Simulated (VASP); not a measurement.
Set up this calculation in VASP 6.6.1, as the native input.

```
Task                   : single point
Functional             : PBE
Potentials or basis    : VASP PAW PBE potentials, release 64 (C)
Cutoff                 : 520 eV
k mesh                 : 21 × 21 × 6
Occupations            : gaussian, width 0.15 eV
Spin                   : no spin polarisation
Dipole correction      : no
Further INCAR settings : ALGO = Normal; EDIFF = 1e-07; NBANDS = 16
```

The structure of C lies in POSCAR:

```
C
1.0
    1.1229616528     -2.0516638649      0.0000000000
    1.1229616528      2.0516638649      0.0000000000
    0.0000000000      0.0000000000      8.3630655740
C
4
Direct
    0.0833329406      0.9166670594      0.7503043452
    0.5833329406      0.4166670594      0.2496956548
    0.9166670594      0.0833329406      0.2496956548
    0.4166670594      0.5833329406      0.7503043452
```

The input as run:

INCAR

```
PREC = Accurate
ENCUT = 520
EDIFF = 1E-7
ISMEAR = 0
SIGMA = 0.15
LREAL = F
LASPH = T
NELM = 60
ALGO = Normal
ISIF = 2
LWAVE = F
LCHARG = F
GGA = PE
NBANDS = 16
```

KPOINTS

```
regular mesh
0
Gamma
  21 21 6
```

Potentials or basis: VASP PAW PBE potentials, release 64 (C).

Launch:

```bash
$ cat potpaw_PBE.64/C/POTCAR > POTCAR
$ mpirun -np 1 vasp_std > vasp.out
```

Results of the run:

| Quantity | Value |
| --- | --- |
| Pressure | 60.1 GPa |
| Largest force | 1.571 eV/Å |

Caveat: the stress differs along the axes, from -0 to 117 GPa; this functional lacks dispersion, which binds layers or chains, so the pressure and a relaxed spacing across them are unreliable; forces of over 1 eV/Å act on the atoms, so gaps and moduli don't describe the material at rest.

Wall time 2 min on 1 thread of Intel(R) Xeon(R) 6975P-C (Granite Rapids), on a shared host, peak memory 0.31 GiB.
